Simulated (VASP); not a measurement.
Write the native input for VASP 6.6.1 that does the following.

| Quantity | Value |
| --- | --- |
| Task | single point |
| Functional | PBE |
| Potentials or basis | VASP PAW PBE potentials, release 64 (H, C) |
| Cutoff | 520 eV |
| k mesh | 2 × 2 × 1 |
| Occupations | gaussian, width 0.05 eV |
| Spin | no spin polarisation |
| Dipole correction | no |
| Further INCAR settings | LREAL = Auto; ALGO = Normal; EDIFF = 1e-06; NBANDS = 68 |

The structure of H3C5 lies in POSCAR:

```
H3C5
1.0
    5.0487420000      0.0000000000      0.0000000000
    0.0000000000      5.0487420000      0.0000000000
    0.0000000000      0.0000000000     17.1355610000
H C
12 20
Direct
    0.4277868000      0.0000000000      0.0583582000
    0.0722132000      0.0000000000      0.0583582000
    0.9277868000      0.0000000000      0.0583582000
    0.5722132000      0.0000000000      0.0583582000
    0.4277868000      0.5000000000      0.0583582000
    0.0722132000      0.5000000000      0.0583582000
    0.9277868000      0.5000000000      0.0583582000
    0.5722132000      0.5000000000      0.0583582000
    0.7502334732      0.0042323521      0.3591049409
    0.2500807869      0.4961013400      0.3590545595
    0.7501182211      0.4960280011      0.3590986668
    1.2495137710      0.0047868602      0.3591637023
    0.2500000000      0.0000000000      0.0953981000
    0.7500000000      0.0000000000      0.0953981000
    0.2500000000      0.5000000000      0.0953981000
    0.7500000000      0.5000000000      0.0953981000
    0.2500000000      0.2500000000      0.1474828000
    0.7500000000      0.2500000000      0.1474828000
    0.2500000000      0.7500000000      0.1474828000
    0.7500000000      0.7500000000      0.1474828000
   -0.0000020939      0.2500486053      0.1957651387
    0.5000104509      0.2500290887      0.1957838985
   -0.0000013031      0.7500730817      0.2035983277
    0.5000148119      0.7500299740      0.2036047801
    0.0000236646      0.0167074002      0.2525271493
    0.5000181886      0.0166499446      0.2525602398
    0.0000529115      0.4835081434      0.2525105888
    0.5000558134      0.4834701409      0.2525189522
    0.2499877688      0.0884380579      0.2998775766
    0.7500766299      0.0883231478      0.2998717381
    0.2500514622      0.4119038709      0.2998343845
    0.7500726889      0.4118625943      0.2998688252
```

The input as run:

INCAR

```
PREC = Accurate ; ENCUT = 520
EDIFF = 1E-6 ; ISMEAR = 0
SIGMA = 0.05 ; LREAL = Auto
LASPH = T ; NELM = 100
ALGO = Normal ; ISIF = 2
LWAVE = F ; LCHARG = T
GGA = PE ; LELF = T
LVHAR = T ; NBANDS = 68
```

KPOINTS

```
Automatic mesh
0
Gamma
  2 2 1
```

Potentials or basis: VASP PAW PBE potentials, release 64 (H, C).

Launch:

```bash
$ cat potpaw_PBE.64/H/POTCAR potpaw_PBE.64/C/POTCAR > POTCAR
$ mpirun -np 1 vasp_std > vasp.out
```

It gave:

| Quantity | Value |
| --- | --- |
| Largest force | 8.957 eV/Å |
| Band gap on the k mesh | 1.83 eV |

Caveat: the k points lie up to 0.62 Å⁻¹ apart; there is no dipole correction, which matters where the two faces differ.

It took 2.1 min on 1 thread of Intel(R) Xeon(R) 6975P-C (Granite Rapids), with other jobs on the host, peak memory 0.49 GiB.
